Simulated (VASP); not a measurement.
Runs of VASP 6.6.1 on TaN. The structure is that of space group P-62m (No. 189), or close to it. The cells are those of the table. 

```csv
task,cell,gap on the mesh (eV),pressure (GPa),largest force (eV/Å)
single point,"a = 5.144, b = 5.144, c = 2.911 Å, angles 90.0, 90.0, 120.0°, 6 atoms",none,12.6,0.21
single point,"a = 5.092, b = 5.092, c = 2.911 Å, angles 90.0, 90.0, 120.0°, 6 atoms",none,20.4,0.39
electric field gradients,"a = 5.196, b = 5.196, c = 2.824 Å, angles 90.0, 90.0, 120.0°, 6 atoms",none,17.3,0.03
single point,"a = 5.196, b = 5.196, c = 2.969 Å, angles 90.0, 90.0, 120.0°, 6 atoms",none,-0.9,(b)
single point,"a = 5.300, b = 5.300, c = 2.911 Å, angles 90.0, 90.0, 120.0°, 6 atoms",none,(a),(c)
```

Alike in all rows: level PBE; potentials or basis VASP PAW PBE potentials, release 64 (Ta_pv, N); no spin polarisation; k mesh 6 × 6 × 9; cutoff (eV) 520; smearing fermi-dirac 0.01 eV.

**Question.** Fill in the values left out.

**Answer.** (a) -6.3; (b) 0.07; (c) 0.20.

Caveats: spin-orbit coupling is left out, which moves the levels of the heavy elements.

A k mesh can miss the band edges, and the runs leave out spin-orbit coupling on Ta.

A gap of «none» marks levels without a gap at the run's occupations.
